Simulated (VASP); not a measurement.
# GaN (P6_3mc) in VASP: single point with r2SCAN

Aim: the single point of GaN with r2SCAN.

All numbers are computed with VASP 6.6.1; they aren't measurements. Logs are shortened: lines on timing, memory, paths and dates and some standing lists are left out, and cuts for length are marked.

### Step 1. The cell of the first run

The structure is hexagonal, space group P6_3mc (No. 186). Conventional cell: a = 3.183 Å, b = 3.183 Å, c = 5.184 Å, α = 90.00°, β = 90.00°, γ = 120.00°. Within 2.6 Å of Ga (site symmetry 3m) lie 4 N at 1.95 Å. Within 2.6 Å of N (site symmetry 3m) lie 4 Ga at 1.95 Å.

### Step 2. Single point, r2SCAN

Input file POSCAR:

```
GaN
1.0
    3.1830984299      0.0000000000      0.0000000000
   -1.5915492150      2.7566441030      0.0000000000
    0.0000000000      0.0000000000      5.1835962425
Ga N
2 2
Direct
    0.3333333333      0.6666666667     -0.0008898954
    0.6666666667      0.3333333333      0.4991101046
    0.3333333333      0.6666666667      0.3758898954
    0.6666666667      0.3333333333      0.8758898954
```

Input file INCAR.step1:

```
PREC     = Accurate       # precision mode
ENCUT    = 520            # plane-wave cutoff, eV
ISMEAR   = 0              # smearing method
SIGMA    = 0.02           # smearing width, eV
LREAL    = F              # projectors in reciprocal space
LASPH    = T              # aspherical terms in the spheres
NELM     = 100            # most SCF steps
NBANDS   = 26             # bands
GGA      = PE             # functional
ALGO     = Normal         # electronic algorithm
EDIFF    = 1E-4           # SCF threshold, eV
LWAVE    = T              # write WAVECAR
LCHARG   = F              # write CHGCAR
```

Input file INCAR.step2:

```
PREC     = Accurate       # precision mode
ENCUT    = 520            # plane-wave cutoff, eV
EDIFF    = 1E-7           # SCF threshold, eV
ISMEAR   = 0              # smearing method
SIGMA    = 0.02           # smearing width, eV
LREAL    = F              # projectors in reciprocal space
LASPH    = T              # aspherical terms in the spheres
NELM     = 100            # most SCF steps
ALGO     = Normal         # electronic algorithm
ISIF     = 2              # what is computed and relaxed
LWAVE    = F              # write WAVECAR
LCHARG   = F              # write CHGCAR
METAGGA  = R2SCAN         # meta-GGA
LMIXTAU  = T            
NBANDS   = 26             # bands
ISTART   = 1
```

Input file KPOINTS:

```
regular mesh
0
Gamma
  12 12 6
```

Potentials or basis: VASP PAW PBE potentials, release 64 (Ga_d, N).

The run is started by

```
cat potpaw_PBE.64/Ga_d/POTCAR potpaw_PBE.64/N/POTCAR > POTCAR
cp INCAR.step1 INCAR
mpirun -np 1 vasp_std > vasp.out
cp INCAR.step2 INCAR
mpirun -np 1 vasp_std > vasp.out
```

OUTCAR:

```text
PREC = Accurate
   ENCUT = 520
   EDIFF = 1E-7
   ISMEAR = 0
   LREAL = F
   LASPH = T
   NELM = 100
   ISIF = 2
   METAGGA = R2SCAN
   ISTART = 1

 ion  position               nearest neighbor table
   1  0.333  0.667  0.999-   4 1.95   4 1.95   4 1.95   3 1.95
   2  0.667  0.333  0.499-   3 1.95   3 1.95   3 1.95   4 1.95
   3  0.333  0.667  0.376-   2 1.95   2 1.95   2 1.95   1 1.95
   4  0.667  0.333  0.876-   1 1.95   1 1.95   1 1.95   2 1.95

  LATTYP: Found a hexagonal cell.
 ALAT       =     3.1830984299
 C/A-ratio  =     1.6284750084

  Lattice vectors:

 A1 = (   3.1830984299,   0.0000000000,   0.0000000000)
 A2 = (  -1.5915492150,   2.7566441030,   0.0000000000)
 A3 = (   0.0000000000,   0.0000000000,   5.1835962425)

Analysis of symmetry for initial positions (statically):
=====================================================================
 Subroutine PRICEL returns:
 Original cell was already a primitive cell.

 Routine SETGRP: Setting up the symmetry group for a
 hexagonal supercell.

 Subroutine GETGRP returns: Found 12 space group operations
 (whereof  6 operations were pure point group operations)
 out of a pool of 24 trial point group operations.

The static configuration has the point symmetry C_3v.
 The point group associated with its full space group is C_6v.

Analysis of symmetry for dynamics (positions and initial velocities):
=====================================================================
 Subroutine PRICEL returns:
 Original cell was already a primitive cell.

 Routine SETGRP: Setting up the symmetry group for a
 hexagonal supercell.

 Subroutine GETGRP returns: Found 12 space group operations
 (whereof  6 operations were pure point group operations)
 out of a pool of 24 trial point group operations.

The dynamic configuration has the point symmetry C_3v.
 The point group associated with its full space group is C_6v.

 Subroutine INISYM returns: Found 12 space group operations
 (whereof  6 operations are pure point group operations),
 and found     1 'primitive' translations

----------------------------------------------------------------------------------------

                                     Primitive cell

  volume of cell :      45.4843

  direct lattice vectors                    reciprocal lattice vectors
     3.183098430  0.000000000  0.000000000     0.314159308  0.181379961  0.000000000
    -1.591549215  2.756644103  0.000000000     0.000000000  0.362759922  0.000000000
     0.000000000  0.000000000  5.183596243     0.000000000  0.000000000  0.192916260
[... 90 lines left out ...]
   EDIFFG = 0.1E-05   stopping-criterion for IOM
   NSW    =      0    number of steps for IOM
   IBRION =     -1    ionic relax: 0-MD 1-quasi-New 2-CG
   NFREE  =      0    steps in history (QN), initial steepest desc. (CG)
   ISIF   =      2    stress and relaxation
   ISYM   =      2    0-nonsym 1-usesym 2-fastsym
   POTIM  = 0.5000    time-step for ionic-motion
   TEBEG  =    0.0;   TEEND  =   0.0 temperature during run
   PSTRESS=    0.0 pullay stress
   NELECT =      36.0000    total number of electrons
   NUPDOWN=      -1.0000    fix difference up-down
   EMIN   =  10.00;   EMAX   =-10.00  energy-range for DOS
   EFERMI =   0.00;   METHOD = LEGACY
   ISMEAR =     0;   SIGMA  =   0.02  broadening in eV -4-tet -1-fermi 0-gaus
   EFERMI_NEDOS =   21; number of points for ismear=-14 and -15
   IALGO  =     38    algorithm
   IMIX   =      4    mixing-type and parameters
     AMIX     =   0.40;   BMIX     =  1.00
     AMIX_MAG =   1.60;   BMIX_MAG =  1.00
  volume/ion in A,a.u.               =      11.37        76.74
  Fermi-wavevector in a.u.,A,eV,Ry     =   1.514334  2.861676 31.200984  2.293208
  Thomas-Fermi vector in A             =   2.624005
   LORBIT       =      0    0 simple, 1 ext, 2 COOP (PROOUT), +10 PAW based schemes
   METAGGA = R2SCAN    functional components
   LHFCALC =     F    Hartree Fock is set to
   AEXX    =    0.0000 exact exchange contribution
   IVDW    =     0    specifies the selected vdW correction
   LEPSILON=     F    determine dielectric tensor
   LRPA    =     F    only Hartree local field effects (RPA)
 non-spin polarized calculation
 Gauss-broadening in eV      SIGMA  =   0.02
  energy-cutoff  :      520.00
  volume of cell :       45.48
 maximum number of plane-waves:      1248
 NGX is ok and might be reduce to    24
   NGX = 11   NGY = 11   NGZ = 19

 number of electron      35.9999993 magnetization

 Free energy of the ion-electron system (eV)
  ---------------------------------------------------
  ext. energy  EPLUGINS =         0.00000000
  ---------------------------------------------------
  free energy    TOTEN  =       -43.82088152 eV

  energy without entropy =      -43.82088152  energy(sigma->0) =      -43.82088152

 E-fermi :   5.2720     XC(G=0): -12.6638

 val. band max:        5.1016344129   @ k =   0.0000   0.0000   0.0000
 cond. band min:       7.4454255636   @ k =   0.0000   0.0000   0.0000
 fundamental gap:      2.3437911507
 Fermi energy:         5.2719603060

 k-point     1 :       0.0000    0.0000    0.0000
  band No.  band energies     occupation
      1     -11.7108      2.00000
      2     -10.7043      2.00000
      3      -8.7270      2.00000
      4      -8.7111      2.00000
      5      -8.7111      2.00000
      6      -8.6426      2.00000
[... 685 lines left out ...]
     25      17.2387      0.00000
     26      19.0314      0.00000

 [... further k-points ...]

------------------------ aborting loop because EDIFF is reached ----------------------------------------

  FORCE on cell =-STRESS in cart. coord.  units (eV):
  Direction    XX          YY          ZZ          XY          YZ          ZX
  --------------------------------------------------------------------------------------
  -------------------------------------------------------------------------------------
  Total        0.3223336      0.3223336      0.2860929     -0.0000000     -0.0000000      0.0000000
  in kB       11.3541391     11.3541391     10.0775664     -0.0000000     -0.0000000      0.0000000
  external PRESSURE =      10.9286149 kB  Pullay stress =       0.0000000 kB

 VOLUME and BASIS-vectors are now :
 -----------------------------------------------------------------------------
  energy-cutoff  :      520.00
  volume of cell :       45.48
      direct lattice vectors                 reciprocal lattice vectors
     3.183098430  0.000000000  0.000000000     0.314159308  0.181379961  0.000000000
    -1.591549215  2.756644103  0.000000000     0.000000000  0.362759922  0.000000000
     0.000000000  0.000000000  5.183596243     0.000000000  0.000000000  0.192916260

 POSITION                                       TOTAL-FORCE (eV/Angst)
 -----------------------------------------------------------------------------------
     -0.00000      1.83776      5.17898        -0.000000      0.000000      0.005325
      1.59155      0.91888      2.58719         0.000000     -0.000000      0.005325
     -0.00000      1.83776      1.94846        -0.000000     -0.000000     -0.005325
      1.59155      0.91888      4.54026        -0.000000     -0.000000     -0.005325
 -----------------------------------------------------------------------------------
    total drift:                                0.000002      0.000004      0.034480

  FREE ENERGIE OF THE ION-ELECTRON SYSTEM (eV)
  ---------------------------------------------------
  free  energy   TOTEN  =       -43.8208815201 eV

  energy  without entropy=      -43.8208815201  energy(sigma->0) =      -43.82088152
```

OUTCAR.step1:

```text
PREC = Accurate
   ENCUT = 520
   ISMEAR = 0
   LREAL = F
[... 928 lines left out ...]
     -0.00000      1.83776      5.17898        -0.000000      0.000000      0.005373
      1.59155      0.91888      2.58719         0.000000     -0.000000      0.005373
     -0.00000      1.83776      1.94846        -0.000000      0.000000     -0.005373
      1.59155      0.91888      4.54026         0.000000     -0.000000     -0.005373
 -----------------------------------------------------------------------------------
    total drift:                               -0.000001     -0.000001     -0.000431

  FREE ENERGIE OF THE ION-ELECTRON SYSTEM (eV)
  ---------------------------------------------------
  free  energy   TOTEN  =       -24.2971986675 eV

  energy  without entropy=      -24.2971986675  energy(sigma->0) =      -24.29719867
```

It took 7.7 min on 1 thread of Intel Xeon 8259CL, shared host; peak memory 0.22 GiB.

Results:

* Free energy: -43.8209 eV
* Pressure: 1.1 GPa
* Largest force: 0.005 eV/Å
* Band gap on the k mesh: 2.34 eV

Forces on the atoms (eV/Å):
```
Ga   0.000  0.000  0.005
Ga   0.000  0.000  0.005
N    0.000  0.000 -0.005
N    0.000  0.000 -0.005
```

Caveat: the PAW data sets were made with another functional, which shifts forces and pressure a little.
